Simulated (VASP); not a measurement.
# Mo (Im-3m) in VASP: notebook

Mo is run at these levels: PBEsol+D4; tasks: single point.

Everything below comes from runs of VASP 6.6.1. Logs are shortened: lines on timing, memory, paths and dates and some standing lists are left out, and cuts for length are marked.

### 1 The cell of the first run

The structure is cubic, space group Im-3m (No. 229). The conventional cell has a = 3.130 Å, b = 3.130 Å, c = 3.130 Å, α = 90.00°, β = 90.00°, γ = 90.00°. Mo (site symmetry m-3m) has 14 Mo at 2.71 to 3.13 Å within 3.6 Å.

### 2 Single point, PBEsol+D4

Input file INCAR:

```
SYSTEM = Mo
ALGO = Normal
EDIFF = 1E-6
ENCUT = 500
GGA = PS
GGA_COMPAT = .FALSE.
ISIF = 2
ISMEAR = 0
IVDW = 13
LASPH = .TRUE.
LCHARG = .TRUE.
LELF = .TRUE.
LREAL = .FALSE.
LVHAR = .TRUE.
LWAVE = .FALSE.
NBANDS = 13
NELM = 120
PREC = Accurate
SIGMA = 0.1
```

Input file KPOINTS:

```
k-points
0
G
  8 8 8
  0 0 0
```

Input file POSCAR:

```
Mo
1.0
   -1.5650000000      1.5650000000      1.5650000000
    1.5650000000     -1.5650000000      1.5650000000
    1.5650000000      1.5650000000     -1.5650000000
Mo
1
Direct
    0.0000000000      0.0000000000      0.0000000000
```

Potentials or basis: VASP PAW PBE potentials, release 64 (Mo_sv).

Run with:

```
$ cat potpaw_PBE.64/Mo_sv/POTCAR > POTCAR
$ mpirun -np 1 vasp_std > vasp.out
```

OUTCAR:

```text
SYSTEM = Mo
   EDIFF = 1E-6
   ENCUT = 500
   GGA = PS
   ISIF = 2
   ISMEAR = 0
   IVDW = 13
   LASPH = .TRUE.
   LREAL = .FALSE.
   NELM = 120
   PREC = Accurate

 ion  position               nearest neighbor table
   1  0.000  0.000  0.000-

  LATTYP: Found a body centered cubic cell.
 ALAT       =     3.1300000000

  Lattice vectors:

 A1 = (  -1.5650000000,   1.5650000000,   1.5650000000)
 A2 = (   1.5650000000,  -1.5650000000,   1.5650000000)
 A3 = (   1.5650000000,   1.5650000000,  -1.5650000000)

Analysis of symmetry for initial positions (statically):
=====================================================================
 Subroutine PRICEL returns:
 Original cell was already a primitive cell.

 Routine SETGRP: Setting up the symmetry group for a
 body centered cubic supercell.

 Subroutine GETGRP returns: Found 48 space group operations
 (whereof 48 operations were pure point group operations)
 out of a pool of 48 trial point group operations.

The static configuration has the point symmetry O_h .

Analysis of symmetry for dynamics (positions and initial velocities):
=====================================================================
 Subroutine PRICEL returns:
 Original cell was already a primitive cell.

 Routine SETGRP: Setting up the symmetry group for a
 body centered cubic supercell.

 Subroutine GETGRP returns: Found 48 space group operations
 (whereof 48 operations were pure point group operations)
 out of a pool of 48 trial point group operations.

The dynamic configuration has the point symmetry O_h .

 Subroutine INISYM returns: Found 48 space group operations
 (whereof 48 operations are pure point group operations),
 and found     1 'primitive' translations

----------------------------------------------------------------------------------------

                                     Primitive cell

  volume of cell :      15.3321

  direct lattice vectors                    reciprocal lattice vectors
    -1.565000000  1.565000000  1.565000000     0.000000000  0.319488818  0.319488818
     1.565000000 -1.565000000  1.565000000     0.319488818  0.000000000  0.319488818
     1.565000000  1.565000000 -1.565000000     0.319488818  0.319488818  0.000000000

  length of vectors
     2.710659514  2.710659514  2.710659514     0.451825419  0.451825419  0.451825419

  position of ions in fractional coordinates (direct lattice)
     0.000000000  0.000000000  0.000000000

  ion indices of the primitive-cell ions
   primitive index   ion index
                 1           1

[... 82 lines left out ...]
   NELECT =      14.0000    total number of electrons
   NUPDOWN=      -1.0000    fix difference up-down
   EMIN   =  10.00;   EMAX   =-10.00  energy-range for DOS
   EFERMI =   0.00;   METHOD = LEGACY
   ISMEAR =     0;   SIGMA  =   0.10  broadening in eV -4-tet -1-fermi 0-gaus
   EFERMI_NEDOS =   21; number of points for ismear=-14 and -15
   IALGO  =     38    algorithm
   IMIX   =      4    mixing-type and parameters
     AMIX     =   0.40;   BMIX     =  1.00
     AMIX_MAG =   1.60;   BMIX_MAG =  1.00
  volume/ion in A,a.u.               =      15.33       103.47
  Fermi-wavevector in a.u.,A,eV,Ry     =   1.588241  3.001341 34.320841  2.522511
  Thomas-Fermi vector in A             =   2.687275
   LORBIT       =      0    0 simple, 1 ext, 2 COOP (PROOUT), +10 PAW based schemes
   GGA     = PS    functional components
   LHFCALC =     F    Hartree Fock is set to
   AEXX    =    0.0000 exact exchange contribution
   IVDW    =    13    specifies the selected vdW correction
   LEPSILON=     F    determine dielectric tensor
   LRPA    =     F    only Hartree local field effects (RPA)
 non-spin polarized calculation
 Gauss-broadening in eV      SIGMA  =   0.10
  energy-cutoff  :      500.00
  volume of cell :       15.33
 maximum number of plane-waves:       402
   NGX =  9   NGY =  9   NGZ =  9

 number of electron      13.9999998 magnetization

 Free energy of the ion-electron system (eV)
  ---------------------------------------------------
  ext. energy  EPLUGINS =         0.00000000
  ---------------------------------------------------
  free energy    TOTEN  =       -11.75595287 eV

  energy without entropy =      -11.75124208  energy(sigma->0) =      -11.75359747

 E-fermi :  12.6474     XC(G=0): -13.6389

 val. band max:       12.6206477514   @ k =  -0.2500   0.2500   0.1250
 cond. band min:      12.7967491699   @ k =   0.3750   0.0000   0.0000
 fundamental gap:      0.1761014184
 Fermi energy:        12.6473556643

 k-point     1 :       0.0000    0.0000    0.0000
  band No.  band energies     occupation
      1     -48.4224      2.00000
      2     -21.6630      2.00000
      3     -21.6630      2.00000
      4     -21.6630      2.00000
      5       5.4299      2.00000
      6      11.3717      2.00000
      7      11.3717      2.00000
      8      11.3717      2.00000
      9      14.4585      0.00000
     10      14.4585      0.00000
     11      27.6146      0.00000
     12      27.6146      0.00000
     13      27.6146      0.00000
[... 354 lines left out ...]
  band No.  band energies     occupation
      1     -48.0705      2.00000
      2     -22.7761      2.00000
      3     -22.3493      2.00000
      4     -22.2145      2.00000
      5       8.7101      2.00000
      6       9.3062      2.00000
      7      12.1283      2.00000
      8      12.9835      0.00000
      9      15.7565      0.00000
     10      17.8935      0.00000
     11      26.8230      0.00000
     12      28.8907      0.00000
     13      29.9014      0.00000

 [... further k-points ...]

------------------------ aborting loop because EDIFF is reached ----------------------------------------

  DFT-D4 for vdW energy calculation

  Edisp (eV):   -0.36226

  FORCE on cell =-STRESS in cart. coord.  units (eV):
  Direction    XX          YY          ZZ          XY          YZ          ZX
  --------------------------------------------------------------------------------------
  -------------------------------------------------------------------------------------
  Total      -0.23341    -0.23341    -0.23341     0.00000    -0.00000    -0.00000
  in kB     -24.39128   -24.39128   -24.39128     0.00000    -0.00000    -0.00000
  external pressure =      -24.39 kB  Pullay stress =        0.00 kB

 VOLUME and BASIS-vectors are now :
 -----------------------------------------------------------------------------
  energy-cutoff  :      500.00
  volume of cell :       15.33
      direct lattice vectors                 reciprocal lattice vectors
    -1.565000000  1.565000000  1.565000000     0.000000000  0.319488818  0.319488818
     1.565000000 -1.565000000  1.565000000     0.319488818  0.000000000  0.319488818
     1.565000000  1.565000000 -1.565000000     0.319488818  0.319488818  0.000000000

 POSITION                                       TOTAL-FORCE (eV/Angst)
 -----------------------------------------------------------------------------------
      0.00000      0.00000      0.00000        -0.000000     -0.000000      0.000000
 -----------------------------------------------------------------------------------
    total drift:                                0.000000     -0.000000     -0.000000

  FREE ENERGIE OF THE ION-ELECTRON SYSTEM (eV)
  ---------------------------------------------------
  free  energy   TOTEN  =       -12.1182146105 eV

  energy  without entropy=      -12.1135038204  energy(sigma->0) =      -12.11585922
```

OSZICAR:

```text
N       E                     dE             d eps       ncg     rms          rms(c)
DAV:   1     0.914971208901E+02    0.91497E+02   -0.78637E+03   754   0.108E+03
DAV:   2    -0.113677566705E+02   -0.10286E+03   -0.98770E+02   884   0.309E+02
DAV:   3    -0.125200582010E+02   -0.11523E+01   -0.11505E+01   809   0.326E+01
DAV:   4    -0.125223993047E+02   -0.23411E-02   -0.23411E-02   859   0.182E+00
DAV:   5    -0.125224135190E+02   -0.14214E-04   -0.14213E-04   839   0.127E-01    0.166E+01
DAV:   6    -0.118578764610E+02    0.66454E+00   -0.77752E-01   764   0.108E+01    0.452E+00
DAV:   7    -0.117613125093E+02    0.96564E-01   -0.15837E-01   834   0.464E+00    0.971E-01
DAV:   8    -0.117561265126E+02    0.51860E-02   -0.48169E-03   769   0.892E-01    0.194E-01
DAV:   9    -0.117559468892E+02    0.17962E-03   -0.20208E-04   829   0.172E-01    0.653E-02
DAV:  10    -0.117559525205E+02   -0.56313E-05   -0.16022E-05   814   0.485E-02    0.270E-03
DAV:  11    -0.117559528683E+02   -0.34780E-06   -0.14454E-07   432   0.490E-03
   1 F= -.12118215E+02 E0= -.12115859E+02  d E =-.471079E-02
```

stdout:

```text
POSCAR found type information on POSCAR Mo
 POSCAR found :  1 types and       1 ions
 scaLAPACK will be used
 -----------------------------------------------------------------------------
|                                                                             |
|                                                                             |
|     You enforced a specific xc type in the INCAR file but a different       |
|     I HOPE YOU KNOW WHAT YOU ARE DOING!                                     |
|                                                                             |
 -----------------------------------------------------------------------------

 LDA part: xc-table for (Slater+PW92), standard interpolation
 POSCAR, INCAR and KPOINTS ok, starting setup
 FFT: planning ... GRIDC
 FFT: planning ... GRID_SOFT
 FFT: planning ... GRID
 WAVECAR not read
 entering main loop
```

Run time: 7.8 s. Hardware: 1 thread of AMD EPYC 7R43 (Zen 3), shared host; peak memory 0.09 GiB.

What came out:

| Item | Value |
| --- | --- |
| Free energy | -12.1182 eV |
| Pressure | -2.4 GPa |
| Band gap on the k mesh | zero (band 7 reaches 16.90 eV, above the bottom of band 8 at 11.37 eV) |
| Dispersion energy per atom | -0.362 eV |

Caveat: the PAW data sets were made with another functional, which shifts forces and pressure a little; pairwise dispersion overbinds metals, which lowers pressure and volume.

(Continued in part 2 of 2.)
